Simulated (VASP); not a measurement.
## ZrB: single point with r2SCAN

The system is ZrB.

```
Zr B
1.0
     0.00000    2.42249    2.42249
     2.42249    0.00000    2.42249
     2.42249    2.42249    0.00000
Zr B
1 1
Direct
  0.50000 0.50000 0.50000
  0.00000 0.00000 0.00000
```

* Program: VASP 6.6.1
* Task: single point
* Functional: r2SCAN
* Potentials or basis: VASP PAW PBE potentials, release 64 (Zr_sv, B)
* Cutoff: 520 eV
* k mesh: 12 × 12 × 12
* Occupations: gaussian, width 0.05 eV
* Spin: no spin polarisation

| Property | Result |
| --- | --- |
| Pressure | 7.3 GPa |
| Band gap on the k mesh | zero (an odd number of electrons rules out a gap without spin polarisation) |

Levels at points of the mesh, in eV from the Fermi level:
| k point | band 6 | band 7 | band 8 | band 9 | band 10 | band 11 |
| --- | --- | --- | --- | --- | --- | --- |
| (0.00, 0.00, 0.00) | 2.06 | 2.06 | 2.06 | 3.44 | 3.44 | 3.70 |
| (0.50, 0.00, 0.00) | -4.06 | -1.27 | -1.27 | 5.42 | 5.42 | 6.84 |
| (0.50, 0.50, 0.00) | -0.83 | -0.76 | 2.24 | 2.24 | 4.97 | 6.42 |

Run time: 4.1 min on 1 thread of Intel Xeon 8259CL, on a shared host, peak memory 0.18 GiB.

Caveat: the cell stands under pressure; the PAW data sets were made with another functional, which shifts forces and pressure a little.
